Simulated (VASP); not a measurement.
# Pb (Fd-3m) in VASP: notebook, part 2 of 2

VASP 6.6.1.

## (3) Electric field gradients, PBE (volume scaled by 0.96)

File INCAR:

```
PREC     = Accurate       # precision mode
ENCUT    = 520            # plane-wave cutoff, eV
EDIFF    = 1E-8           # SCF threshold, eV
ISMEAR   = -1             # smearing method
SIGMA    = 0.05           # smearing width, eV
LREAL    = F              # projectors in reciprocal space
LASPH    = T              # aspherical terms in the spheres
NELM     = 80             # most SCF steps
ALGO     = Normal         # electronic algorithm
ISIF     = 2              # what is computed and relaxed
LWAVE    = F              # write WAVECAR
LCHARG   = F              # write CHGCAR
GGA      = PE             # functional
LEFG     = T            
NBANDS   = 21             # bands
```

File KPOINTS:

```
Automatic mesh
0
Gamma
  8 8 8
```

File POSCAR:

```
Pb
1.0
    0.0000000000      3.3925213842      3.3925213842
    3.3925213842      0.0000000000      3.3925213842
    3.3925213842      3.3925213842      0.0000000000
Pb
2
Direct
    0.0000000000      0.0000000000      0.0000000000
    0.2500000000      0.2500000000      0.2500000000
```

Potentials or basis: VASP PAW PBE potentials, release 64 (Pb_d).

Command:

```sh
> cat potpaw_PBE.64/Pb_d/POTCAR > POTCAR
> mpirun -np 1 vasp_std > vasp.out
```

OUTCAR:

```text
PREC = Accurate
   ENCUT = 520
   EDIFF = 1E-8
   ISMEAR = -1
   LREAL = F
   LASPH = T
   NELM = 80
   ISIF = 2
   GGA = PE

 ion  position               nearest neighbor table
   1  0.000  0.000  0.000-   2 2.94   2 2.94   2 2.94   2 2.94
   2  0.250  0.250  0.250-   1 2.94   1 2.94   1 2.94   1 2.94

  LATTYP: Found a face centered cubic cell.
 ALAT       =     6.7850427684

  Lattice vectors:

 A1 = (   0.0000000000,   3.3925213842,   3.3925213842)
 A2 = (   3.3925213842,   0.0000000000,   3.3925213842)
 A3 = (   3.3925213842,   3.3925213842,   0.0000000000)

[... 788 lines left out ...]
  free  energy   TOTEN  =        -6.5018222396 eV

  energy  without entropy=       -6.4978333142  energy(sigma->0) =       -6.49982778

 Electric field gradients (V/A^2)
---------------------------------------------------------------------
 ion       V_xx      V_yy      V_zz      V_xy      V_xz      V_yz
---------------------------------------------------------------------
   1      -0.000    -0.000     0.000    -0.001    -0.001    -0.001
   2      -0.000     0.000     0.000    -0.001    -0.001    -0.001
---------------------------------------------------------------------

 Electric field gradients after diagonalization (V/A^2)
 (convention: |V_zz| > |V_xx| > |V_yy|)
----------------------------------------------------------------------
 ion       V_xx      V_yy      V_zz     asymmetry (V_yy - V_xx)/ V_zz
----------------------------------------------------------------------
   1       0.001     0.001    -0.002       0.000
   2       0.001     0.001    -0.002       0.000
----------------------------------------------------------------------

           NMR quadrupolar parameters

 Cq : quadrupolar parameter    Cq=e*Q*V_zz/h
 eta: asymmetry parameters     (V_yy - V_xx)/ V_zz
 Q  : nuclear electric quadrupole moment in mb (millibarn)
----------------------------------------------------------------------
 ion       Cq(MHz)       eta       Q (mb)
----------------------------------------------------------------------
   1      -0.000       0.000       1.000
   2      -0.000       0.000       1.000
----------------------------------------------------------------------
```

OSZICAR:

```text
N       E                     dE             d eps       ncg     rms          rms(c)
DAV:   1     0.294393412037E+03    0.29439E+03   -0.13704E+04  1218   0.147E+03
DAV:   2     0.154142425647E+02   -0.27898E+03   -0.27323E+03  1223   0.395E+02
DAV:   3    -0.572640321214E+01   -0.21141E+02   -0.21000E+02  1476   0.137E+02
DAV:   4    -0.648998540143E+01   -0.76358E+00   -0.76330E+00  1421   0.309E+01
DAV:   5    -0.653354698762E+01   -0.43562E-01   -0.43560E-01  1833   0.655E+00    0.160E+00
DAV:   6    -0.650941232288E+01    0.24135E-01   -0.33416E-02  1700   0.246E+00    0.915E-01
DAV:   7    -0.650029660680E+01    0.91157E-02   -0.29118E-02  1669   0.222E+00    0.166E-01
DAV:   8    -0.650153382893E+01   -0.12372E-02   -0.47208E-03  1455   0.749E-01    0.408E-02
DAV:   9    -0.650179847983E+01   -0.26465E-03   -0.39512E-04  1308   0.208E-01    0.139E-02
DAV:  10    -0.650181784475E+01   -0.19365E-04   -0.37241E-05  1653   0.498E-02    0.520E-03
DAV:  11    -0.650182220881E+01   -0.43641E-05   -0.68807E-06  1359   0.192E-02    0.446E-04
DAV:  12    -0.650182215648E+01    0.52328E-07   -0.29597E-07  1751   0.457E-03    0.204E-04
DAV:  13    -0.650182223466E+01   -0.78180E-07   -0.96280E-09  1158   0.842E-04    0.122E-04
DAV:  14    -0.650182224489E+01   -0.10230E-07   -0.15468E-09   989   0.401E-04    0.131E-05
DAV:  15    -0.650182223957E+01    0.53228E-08   -0.47029E-10   804   0.315E-04
   1 F= -.65018222E+01 E0= -.64998278E+01  d E =-.398893E-02
```

stdout:

```text
POSCAR found type information on POSCAR Pb
 POSCAR found :  1 types and       2 ions
 scaLAPACK will be used
 LDA part: xc-table for (Slater+PW92), standard interpolation
 POSCAR, INCAR and KPOINTS ok, starting setup
 FFT: planning ... GRIDC
 FFT: planning ... GRID_SOFT
 FFT: planning ... GRID
 WAVECAR not read
 entering main loop
ion   1

ion   2
```

Wall time 17 s (1 thread of Intel Xeon 6975P-C (Granite Rapids), shared host); peak memory 0.21 GiB.

Results:

| Item | Value |
| --- | --- |
| Free energy | -6.5018 eV |
| Pressure | 3.9 GPa |
| Band gap on the k mesh | zero (band 14 reaches 5.14 eV, above the bottom of band 15 at 3.93 eV) |

Caveat: without QUAD_EFG the Cq values of the log hold for a quadrupole moment of 1 mb, not for the nuclei; spin-orbit coupling is left out, which moves the levels of the heavy elements.
